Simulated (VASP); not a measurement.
Crystal: GaB2As3.

```xyz
6
Lattice="-1.8393 1.8393 7.8034 1.8393 -1.8393 7.8034 1.8393 1.8393 -7.8034" Properties=species:S:1:pos:R:3 pbc="T T T"
Ga    0.0000    0.0000    7.8034
B     0.0000    0.0000   13.0057
B     0.0000    0.0000    2.6011
As    1.8393    0.0000    6.5029
As    1.8393    0.0000    1.3006
As    0.0000    1.8393    3.9017
```

```yaml
Program: VASP 6.6.1
Task: relaxation of cell and atoms
Functional: PBE
Potentials_or_basis: VASP PAW PBE potentials, release 64 (Ga_d, B, As)
Cutoff: 600 eV
k_mesh: 6 × 6 × 6
Occupations: gaussian, width 0.1 eV
Spin: no spin polarisation
```

At the start: pressure -0.2 GPa; volume 17.60 Å³/atom.

**Question.** How do energy, volume and symmetry change on relaxing?

**Answer.** Over 9 steps the energy falls by 194.8 meV/atom and the volume is 16.88 Å³/atom (-4.1 %); space group I-4m2 (No. 119, to 0.05 Å).

The path:
```
step  energy change (eV)  largest force (eV/Å)  pressure (GPa)  volume (Å³)
   1              0.0000                4.0011           -0.24       105.60
   2             -0.8968                1.1790           -2.83       105.19
   3             -0.9248                1.4112           -3.00       105.10
   4             -1.1264                0.6768            1.43        99.88
   5             -1.1316                0.5167            2.43        98.93
   6             -1.1651                0.2107           -0.38       101.60
   7             -1.1684                0.0489            0.19       100.98
   8             -1.1684                0.0400            0.26       100.94
   9             -1.1687                0.0261           -0.08       101.27
```

Final structure:
```
Ga B As
1.0
    -1.79618    1.79618    7.84700
     1.79618   -1.79618    7.84700
     1.79618    1.79618   -7.84700
Ga B As
1 2 3
Direct
  0.50000 0.50000 0.00000
  0.82495 0.82495 0.00000
  0.17505 0.17505 0.00000
  0.39867 0.89867 0.50000
  0.10133 0.60133 0.50000
  0.75000 0.25000 0.50000
```
